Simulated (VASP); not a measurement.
# Pt (P6_3/mmc) in VASP: notebook

Runs on Pt. Level: PBE. Tasks: single point.

Everything below comes from runs of VASP 6.6.1. Logs are shortened: lines on timing, memory, paths and dates and some standing lists are left out, and cuts for length are marked.

## (1) The cell of the first run

It takes space group P6_3/mmc (No. 194, hexagonal). Conventional cell: a = 2.760 Å, b = 2.760 Å, c = 4.777 Å, α = 90.00°, β = 90.00°, γ = 120.00°. Pt (site symmetry -6m2) has 12 Pt at 2.76 to 2.87 Å within 3.6 Å.

This isn't the form of Pt at room conditions, which is fcc.

## (2) Single point, PBE, collinear spin

The input, INCAR:

```
  PREC = Accurate
  ENCUT = 520
  EDIFF = 1E-6
  ISMEAR = -1
  SIGMA = 0.05
  LREAL = False
  LASPH = True
  NELM = 150
  ALGO = Normal
  ISIF = 2
  LWAVE = False
  LCHARG = True
  ISPIN = 2
  MAGMOM = 1 1
  LORBIT = 11
  LMAXMIX = 4
  GGA = PE
  LELF = True
  LVHAR = True
  NBANDS = 21
```

The input, KPOINTS:

```
regular mesh
0
Gamma
  13 13 7
```

The input, POSCAR:

```
Pt
1.0
    2.7597961737      0.0000000000      0.0000000000
   -1.3798980869      2.3900535957      0.0000000000
    0.0000000000      0.0000000000      4.7765533804
Pt
2
Direct
    0.3333333333      0.6666666667      0.2500000000
    0.6666666667      0.3333333333      0.7500000000
```

Potentials or basis: VASP PAW PBE potentials, release 64 (Pt).

Started as:

```
$ cat potpaw_PBE.64/Pt/POTCAR > POTCAR
$ mpirun -np 1 vasp_std > vasp.out
```

OUTCAR:

```text
PREC = Accurate
   ENCUT = 520
   EDIFF = 1E-6
   ISMEAR = -1
   LREAL = False
   LASPH = True
   NELM = 150
   ISIF = 2
   ISPIN = 2
   LORBIT = 11
   GGA = PE

 ion  position               nearest neighbor table
   1  0.333  0.667  0.250-   2 2.87   2 2.87   2 2.87   2 2.87   2 2.87   2 2.87
   2  0.667  0.333  0.750-   1 2.87   1 2.87   1 2.87   1 2.87   1 2.87   1 2.87

  LATTYP: Found a hexagonal cell.
 ALAT       =     2.7597961737
 C/A-ratio  =     1.7307630998

  Lattice vectors:

 A1 = (   2.7597961737,   0.0000000000,   0.0000000000)
 A2 = (  -1.3798980869,   2.3900535957,   0.0000000000)
 A3 = (   0.0000000000,   0.0000000000,   4.7765533804)

Analysis of symmetry for initial positions (statically):
=====================================================================
 Subroutine PRICEL returns:
 Original cell was already a primitive cell.

 Routine SETGRP: Setting up the symmetry group for a
 hexagonal supercell.

 Subroutine GETGRP returns: Found 24 space group operations
 (whereof 12 operations were pure point group operations)
 out of a pool of 24 trial point group operations.

The static configuration has the point symmetry D_3d.
 The point group associated with its full space group is D_6h.

Analysis of symmetry for dynamics (positions and initial velocities):
=====================================================================
 Subroutine PRICEL returns:
 Original cell was already a primitive cell.

 Routine SETGRP: Setting up the symmetry group for a
 hexagonal supercell.

 Subroutine GETGRP returns: Found 24 space group operations
 (whereof 12 operations were pure point group operations)
 out of a pool of 24 trial point group operations.

The dynamic configuration has the point symmetry D_3d.
 The point group associated with its full space group is D_6h.

Analysis of structural, dynamic, and magnetic symmetry:
=====================================================================
 Subroutine PRICEL returns:
 Original cell was already a primitive cell.

 Routine SETGRP: Setting up the symmetry group for a
 hexagonal supercell.

 Subroutine GETGRP returns: Found 24 space group operations
 (whereof 12 operations were pure point group operations)
 out of a pool of 24 trial point group operations.

The overall configuration has the point symmetry D_3d.
 The point group associated with its full space group is D_6h.

 Subroutine INISYM returns: Found 24 space group operations
[... 111 lines left out ...]
   EFERMI =   0.00;   METHOD = LEGACY
   ISMEAR =    -1;   SIGMA  =   0.05  broadening in eV -4-tet -1-fermi 0-gaus
   EFERMI_NEDOS =   21; number of points for ismear=-14 and -15
   IALGO  =     38    algorithm
   IMIX   =      4    mixing-type and parameters
     AMIX     =   0.40;   BMIX     =  1.00
     AMIX_MAG =   1.60;   BMIX_MAG =  1.00
  volume/ion in A,a.u.               =      15.75       106.31
  Fermi-wavevector in a.u.,A,eV,Ry     =   1.406971  2.658789 26.933640  1.979567
  Thomas-Fermi vector in A             =   2.529277
   LORBIT       =     11    0 simple, 1 ext, 2 COOP (PROOUT), +10 PAW based schemes
   GGA     = PE    functional components
   LHFCALC =     F    Hartree Fock is set to
   AEXX    =    0.0000 exact exchange contribution
   IVDW    =     0    specifies the selected vdW correction
   LEPSILON=     F    determine dielectric tensor
   LRPA    =     F    only Hartree local field effects (RPA)
 spin polarized calculation
  energy-cutoff  :      520.00
  volume of cell :       31.51
 maximum number of plane-waves:       858
 NGX is ok and might be reduce to    24
   NGX = 11   NGY = 11   NGZ = 17

 number of electron      20.0000005 magnetization       0.0622246

 number of electron      20.0000005 magnetization      -0.0008873

 Free energy of the ion-electron system (eV)
  ---------------------------------------------------
  ext. energy  EPLUGINS =         0.00000000
  ---------------------------------------------------
  free energy    TOTEN  =       -12.09692880 eV

  energy without entropy =      -12.06813226  energy(sigma->0) =      -12.08253053

 E-fermi :  10.4288     XC(G=0): -13.2249

 val. band max:       10.4285621328   @ k =   0.3846   0.1538   0.0000
 cond. band min:      10.4288935096   @ k =   0.3846   0.1538   0.0000
 fundamental gap:      0.0003313768
 Fermi energy:        10.4288399805

 spin component 1

 k-point     1 :       0.0000    0.0000    0.0000
  band No.  band energies     occupation
      1       0.7068      1.00000
      2       3.3604      1.00000
      3       6.5029      1.00000
      4       6.9898      1.00000
      5       6.9898      1.00000
      6       7.3594      1.00000
[... 565 lines left out ...]
     20      32.1212      0.00000
     21      33.4934      0.00000

 [... further k-points ...]

 spin component 2

 k-point     1 :       0.0000    0.0000    0.0000
  band No.  band energies     occupation
      1       0.7068      1.00000
      2       3.3601      1.00000
      3       6.5026      1.00000
      4       6.9895      1.00000
      5       6.9895      1.00000
      6       7.3592      1.00000
[... 565 lines left out ...]
     20      32.1211      0.00000
     21      33.4933      0.00000

 [... further k-points ...]
[... 5 lines left out ...]
  --------------------------------------------------------------------------------------
  -------------------------------------------------------------------------------------
  Total       -0.0873042     -0.0873042     -0.1081730      0.0000000      0.0000000      0.0000000
  in kB       -4.4396271     -4.4396271     -5.5008557      0.0000000      0.0000000      0.0000000
  external PRESSURE =      -4.7933699 kB  Pullay stress =       0.0000000 kB

 VOLUME and BASIS-vectors are now :
 -----------------------------------------------------------------------------
  energy-cutoff  :      520.00
  volume of cell :       31.51
      direct lattice vectors                 reciprocal lattice vectors
     2.759796174  0.000000000  0.000000000     0.362345600  0.209200330  0.000000000
    -1.379898087  2.390053596  0.000000000     0.000000000  0.418400659  0.000000000
     0.000000000  0.000000000  4.776553380     0.000000000  0.000000000  0.209355977

 POSITION                                       TOTAL-FORCE (eV/Angst)
 -----------------------------------------------------------------------------------
     -0.00000      1.59337      1.19414         0.000000      0.000000      0.000000
      1.37990      0.79668      3.58242        -0.000000     -0.000000      0.000000
 -----------------------------------------------------------------------------------
    total drift:                               -0.000000      0.000000     -0.000000

  FREE ENERGIE OF THE ION-ELECTRON SYSTEM (eV)
  ---------------------------------------------------
  free  energy   TOTEN  =       -12.0969287958 eV

  energy  without entropy=      -12.0681322598  energy(sigma->0) =      -12.08253053

 total charge

# of ion       s       p       d       tot
------------------------------------------
    1        0.618   0.561   8.020   9.199
    2        0.618   0.561   8.020   9.199
--------------------------------------------------
tot          1.235   1.121  16.041  18.397

 magnetization (x)

# of ion       s       p       d       tot
------------------------------------------
    1       -0.000   0.000  -0.000  -0.000
    2       -0.000   0.000  -0.000  -0.000
--------------------------------------------------
tot         -0.000   0.000  -0.001  -0.001
```

stdout:

```text
POSCAR found type information on POSCAR Pt
 POSCAR found :  1 types and       2 ions
 scaLAPACK will be used
 LDA part: xc-table for (Slater+PW92), standard interpolation
 POSCAR, INCAR and KPOINTS ok, starting setup
 FFT: planning ... GRIDC
 FFT: planning ... GRID_SOFT
 FFT: planning ... GRID
 WAVECAR not read
 entering main loop
```

It took 38 s on 1 thread of Intel Xeon 6975P-C (Granite Rapids), shared host; peak memory 0.22 GiB.

What came out:

```
Free energy                                           : -12.0969 eV
Pressure                                              : -0.5 GPa
Band gap on the k mesh                                : zero (filled and empty bands overlap)
Net moment                                            : 0.00 μB per cell
Valence electrons inside the program's atomic spheres : Pt 9.20
```

Caveat: spin-orbit coupling is left out, which moves the levels of the heavy elements.

## (3) Single point, PBE, collinear spin (13.86 Å³/atom)

This run uses another cell than the first one, of 13.86 Å³/atom.

The input, INCAR:

```
SYSTEM = Pt
PREC     = Accurate       ! precision mode
ENCUT    = 520            ! plane-wave cutoff, eV
EDIFF    = 1E-6           ! SCF threshold, eV
ISMEAR   = -1             ! smearing method
SIGMA    = 0.05           ! smearing width, eV
LREAL    = .FALSE.        ! projectors in reciprocal space
LASPH    = .TRUE.         ! aspherical terms in the spheres
NELM     = 150            ! most SCF steps
ALGO     = Normal         ! electronic algorithm
ISIF     = 2              ! what is computed and relaxed
LWAVE    = .FALSE.        ! write WAVECAR
LCHARG   = .FALSE.        ! write CHGCAR
ISPIN    = 2              ! spin polarisation
MAGMOM   = 1 1            ! initial moments
LORBIT   = 11             ! projections on sites
LMAXMIX  = 4              ! l up to which the mixer works
GGA      = PE             ! functional
NBANDS   = 21             ! bands
```

The input, KPOINTS:

```
regular mesh
0
G
  15 15 8
  0 0 0
```

The input, POSCAR:

```
Pt
1.0
    2.6446684377      0.0000000000      0.0000000000
   -1.3223342188      2.2903500516      0.0000000000
    0.0000000000      0.0000000000      4.5772945430
Pt
2
Direct
    0.3333333333      0.6666666667      0.2500000000
    0.6666666667      0.3333333333      0.7500000000
```

Potentials or basis: VASP PAW PBE potentials, release 64 (Pt).

Started as:

```
$ cat potpaw_PBE.64/Pt/POTCAR > POTCAR
$ mpirun -np 1 vasp_std > vasp.out
```

Run time: 54 s. Hardware: 1 thread of Intel Xeon 6975P-C (Granite Rapids), shared host; peak memory 0.23 GiB.

It converged, with:

| Item | Value |
| --- | --- |
| Free energy | -11.6489 eV |
| Pressure | 43.6 GPa |
| Band gap on the k mesh | zero (filled and empty bands overlap) |
| Net moment | 0.00 μB per cell |
| Valence electrons inside the program's atomic spheres | Pt 9.56 |

Stress tensor (GPa, compression positive):
```
45.32  0.00  0.00
 0.00 45.32  0.00
 0.00  0.00 40.03
```

Levels at points of the mesh, in eV from the Fermi level:
Spin up:
| k point | band 6 | band 7 | band 8 | band 9 | band 10 | band 11 | band 12 | band 13 | band 14 | band 15 |
| --- | --- | --- | --- | --- | --- | --- | --- | --- | --- | --- |
| (0.00, 0.00, 0.00) | -3.75 | -3.75 | -2.25 | -2.25 | -1.29 | -0.27 | -0.27 | 5.64 | 14.80 | 15.61 |
| (0.00, 0.00, 0.50) | -4.20 | -4.20 | -4.20 | -0.97 | -0.97 | -0.97 | -0.97 | 12.83 | 12.83 | 15.52 |
Spin down:
```tsv
k point	band 6	band 7	band 8	band 9	band 10	band 11	band 12	band 13	band 14	band 15
(0.00, 0.00, 0.00)	-3.75	-3.75	-2.25	-2.25	-1.29	-0.27	-0.27	5.64	14.80	15.61
(0.00, 0.00, 0.50)	-4.20	-4.20	-4.20	-0.97	-0.97	-0.97	-0.97	12.83	12.83	15.52
```

Caveat: the stress differs along the axes, from 40 to 45 GPa; spin-orbit coupling is left out, which moves the levels of the heavy elements.

## (4) Single point, PBE, collinear spin (17.64 Å³/atom)

This run uses another cell than the first one, of 17.64 Å³/atom.

The input, INCAR:

```
PREC = Accurate
ENCUT = 520
EDIFF = 1E-6
ISMEAR = -1
SIGMA = 0.05
LREAL = False
LASPH = True
NELM = 150
ALGO = Normal
ISIF = 2
LWAVE = False
LCHARG = False
ISPIN = 2
MAGMOM = 1 1
LORBIT = 11
LMAXMIX = 4
GGA = PE
NBANDS = 21
```

The input, KPOINTS:

```
Automatic mesh
0
Gamma
  15 15 8
```

The input, POSCAR:

```
Pt
1.0
    2.8660450709      0.0000000000      0.0000000000
   -1.4330225354      2.4820678398      0.0000000000
    0.0000000000      0.0000000000      4.9604450509
Pt
2
Direct
    0.3333333333      0.6666666667      0.2500000000
    0.6666666667      0.3333333333      0.7500000000
```

Started as:

```
$ cat potpaw_PBE.64/Pt/POTCAR > POTCAR
$ mpirun -np 1 vasp_std > vasp.out
```

Wall time 76 s (1 thread of Intel Xeon 6975P-C (Granite Rapids), shared host); peak memory 0.27 GiB.

It converged, with:

- Free energy: -11.8224 eV
- Pressure: -20.4 GPa
- Band gap on the k mesh: zero (filled and empty bands overlap)
- Net moment: 0.00 μB per cell
- Valence electrons inside the program's atomic spheres: Pt 8.96

Stress tensor (GPa, compression positive):
```
-21.25   0.00   0.00
  0.00 -21.25   0.00
  0.00   0.00 -18.79
```

Levels at points of the mesh, in eV from the Fermi level:
Spin up:
```csv
k point,band 7,band 8,band 9,band 10,band 11,band 12,band 13,band 14
"(0.00, 0.00, 0.00)",-2.54,-1.50,-1.50,-0.20,-0.18,-0.18,4.05,15.22
"(0.00, 0.00, 0.50)",-2.84,-2.84,-0.66,-0.66,-0.66,-0.66,11.19,11.19
```
Spin down:
```tsv
k point	band 6	band 7	band 8	band 9	band 10	band 11	band 12	band 13	band 14	band 15
(0.00, 0.00, 0.00)	-2.54	-2.54	-1.50	-1.50	-0.20	-0.18	-0.18	4.05	15.22	15.69
(0.00, 0.00, 0.50)	-2.84	-2.84	-2.84	-0.66	-0.66	-0.66	-0.66	11.19	11.19	15.54
```

Caveat: the cell stands under tension; spin-orbit coupling is left out, which moves the levels of the heavy elements.

## (5) The runs side by side

```tsv
cell	k mesh	gap on the mesh (eV)	pressure (GPa)	moment (μB)
a = 2.760, b = 2.760, c = 4.777 Å, angles 90.0, 90.0, 120.0°, 2 atoms	13 × 13 × 7	none	-0.5	0.00
a = 2.645, b = 2.645, c = 4.577 Å, angles 90.0, 90.0, 120.0°, 2 atoms	15 × 15 × 8	none	43.6	0.00
a = 2.866, b = 2.866, c = 4.960 Å, angles 90.0, 90.0, 120.0°, 2 atoms	15 × 15 × 8	none	-20.4	0.00
```

Alike in all rows: task single point; level PBE; potentials or basis VASP PAW PBE potentials, release 64 (Pt); spin collinear; cutoff (eV) 520; smearing fermi-dirac 0.05 eV.

Caveats: spin-orbit coupling is left out, which moves the levels of the heavy elements; the stress differs along the axes, from 40 to 45 GPa (at least some runs); the cell stands under tension (at least some runs).

Absolute energies hang on the potentials; compare differences alone.
